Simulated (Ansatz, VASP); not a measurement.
One calculation of AlFe, two programs

File INCAR:

```
SYSTEM = AlFe
  ALGO = Normal
  EDIFF = 1E-6
  ENCUT = 600
  GGA = PE
  GGA_COMPAT = .False.
  ISIF = 2
  ISMEAR = -1
  ISPIN = 2
  LASPH = .True.
  LCHARG = .True.
  LELF = .True.
  LMAXMIX = 4
  LORBIT = 11
  LREAL = .False.
  LVHAR = .True.
  LWAVE = .False.
  MAGMOM = 0 0 1.1 -1.1
  NBANDS = 23
  NELM = 200
  PREC = Accurate
  SIGMA = 0.05
```

Contents of KPOINTS:

```
k-points
0
Gamma
  7 10 7
  0 0 0
```

POSCAR

```
AlFe
1.0
    0.0000000000      2.9100000000      2.9100000000
    2.9100000000      0.0000000000      0.0000000000
    0.0000000000      2.9100000000     -2.9100000000
Al Fe
2 2
Direct
    0.0000000000      0.0000000000      0.0000000000
    0.5000000000      0.0000000000      0.5000000000
    0.5000000000      0.5000000000      0.0000000000
    0.0000000000      0.5000000000      0.5000000000
```

Input for Ansatz:

```yaml
crystal:
  lattice:
    - [0.0, 2.91, 2.91]
    - [2.91, 0.0, 0.0]
    - [0.0, 2.91, -2.91]
  atoms:
    - { symbol: Al, position: [0.0, 0.0, 0.0] }
    - { symbol: Al, position: [0.5, 0.0, 0.5] }
    - { symbol: Fe, position: [0.5, 0.5, 0.0], spin: 1.1 }
    - { symbol: Fe, position: [0.0, 0.5, 0.5], spin: -1.1 }
magnetization:
  spin_polarized: true
kpoints:
  mp_grid: { grid: [7, 10, 7] }
scf:
  occupations: { method: fermi_dirac, width: 0.05 }
  lower_state_search: "off"
hamiltonian:
  xc: pbe
  pseudopotentials: { kind: paw }
output:
  eigenvalues: false
  eigenstates:
    nscf_kmesh: { grid: [11, 15, 11] }
    top_band: c46
    magnetocrystalline_anisotropy:
      directions: [[-1.0, 0.0, 0.0], [0.0, -0.70710678, -0.70710678], [0.0, -1.0, 0.0]]
```

Alike in both runs: task single point; functional PBE; k mesh 7 × 10 × 7; occupations fermi-dirac, width 0.05 eV; collinear spin.

```csv
,VASP,Ansatz
version,VASP 6.6.1,Ansatz 0.2.0
potentials or method,"VASP PAW PBE potentials, release 64 (Al, Fe)","PAW with Ansatz's default frozen-core files, scalar-relativistic"
plane-wave cutoff (eV),600,420
valence electrons in the cell,22,38
```

```tsv
	VASP	Ansatz	Ansatz less VASP
net moment per atom (μB)	0.00	0.00	0.000
size of the moment on the site where the two differ most (μB)	1.07	1.06	-0.007
```

Site moments also hang on the region over which each program counts them. VASP's potentials hold 22 valence electrons a cell and Ansatz's 38, so a difference there can come from the potentials and not from the codes.
